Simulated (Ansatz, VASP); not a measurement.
# Two plane-wave programs on SnO

Contents of INCAR:

```
SYSTEM = SnO
PREC = Accurate
ENCUT = 520
EDIFF = 1E-6
ISMEAR = -1
SIGMA = 0.05
LREAL = .FALSE.
LASPH = .TRUE.
NELM = 60
ALGO = Normal
ISIF = 2
LWAVE = .FALSE.
LCHARG = .FALSE.
GGA = PE
NBANDS = 28
```

File KPOINTS:

```
regular mesh
0
G
  8 5 6
  0 0 0
```

File POSCAR:

```
SnO
1.0
    3.3550050000      0.0000000000      0.0000000000
    0.0000000000      5.6741040000      0.0000000000
    0.0000000000      0.0000000000      4.2219700000
Sn O
2 2
Direct
    0.5000000000      0.7680910000      0.0131440000
    0.0000000000      0.2319090000      0.5131440000
    0.5000000000      0.1087500000      0.2368570000
    0.0000000000      0.8912500000      0.7368570000
```

input.yaml

```yaml
crystal:
  lattice:
    - [3.355005, 0.0, 0.0]
    - [0.0, 5.674104, 0.0]
    - [0.0, 0.0, 4.22197]
  atoms:
    - { symbol: Sn, position: [0.5, 0.768091, 0.013144] }
    - { symbol: Sn, position: [0.0, 0.231909, 0.513144] }
    - { symbol: O, position: [0.5, 0.10875, 0.236857] }
    - { symbol: O, position: [0.0, 0.89125, 0.736857] }
hamiltonian:
  xc: pbe
  pseudopotentials: { kind: paw }
kpoints:
  mp_grid: { grid: [8, 5, 6] }
scf:
  occupations: { method: fermi_dirac, width: 0.05 }
output:
  forces: true
  stress: true
  eigenvalues: true
```

Alike in both runs: task single point; functional PBE; k mesh 8 × 5 × 6; occupations fermi-dirac, width 0.05 eV; no spin polarisation.

|  | VASP | Ansatz |
| --- | --- | --- |
| version | VASP 6.6.1 | Ansatz 0.2.0 |
| potentials or method | VASP PAW PBE potentials, release 64 (Sn_d, O) | Ansatz PAW |
| plane-wave cutoff (eV) | 520 | 420 |
| valence electrons in the cell | 40 | 40 |

Ansatz gave:

| Quantity | Value |
| --- | --- |
| gap on the k mesh at the Fermi level (eV) | 1.50 |
| least direct gap on the mesh (eV) | 2.09 |
| pressure (GPa) | 0.3 |
| traceless stress, the component that is largest in VASP (GPa) | 0.12 |
| rms of the force components (eV/Å) | 0.054 |

Task: Estimate VASP's values.

Result: gap on the k mesh at the Fermi level (eV): 1.49; least direct gap on the mesh (eV): 2.07; pressure (GPa): 0.5; traceless stress, the component that is largest in VASP (GPa): 0.15; rms of the force components (eV/Å): 0.030.

Atom by atom the forces differ by 0.034 eV/Å (rms over components).

Noted on Ansatz's run: odd divisions of the mesh miss points on the zone boundary, where band edges often lie, so the gap on the mesh can be too wide.
